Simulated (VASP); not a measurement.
A run of VASP 6.6.1:

INCAR

```
ALGO = Fast
EDIFF = 1E-6
ENCUT = 520
GGA = PE
ISIF = 2
ISMEAR = 0
LASPH = T
LCHARG = F
LREAL = F
LWAVE = F
NBANDS = 13
NELM = 80
PREC = Accurate
SIGMA = 0.15
```

The input KPOINTS:

```
k-points
0
Gamma
  20 20 20
```

Contents of POSCAR:

```
Mo
1.0
   -1.3932004648      1.7092443518      1.6382134882
    1.3932004648     -1.7092443518      1.6382134882
    1.3932004648      1.7092443518     -1.6382134882
Mo
1
Direct
    0.0000000000      0.0000000000      0.0000000000
```

Potentials or basis: VASP PAW PBE potentials, release 64 (Mo_sv).

Launch:

```console
$ cat potpaw_PBE.64/Mo_sv/POTCAR > POTCAR
$ mpirun -np 1 vasp_std > vasp.out
```

Hardware: 1 thread of AMD EPYC 9R45 (Zen 5), with other jobs on the host.

Problem. Estimate the wall time of this run.

Solution. It took 94 s on 1 thread of AMD EPYC 9R45 (Zen 5) (shared host), peak memory 0.27 GiB. Counts: scf iterations 12, k points 1166.
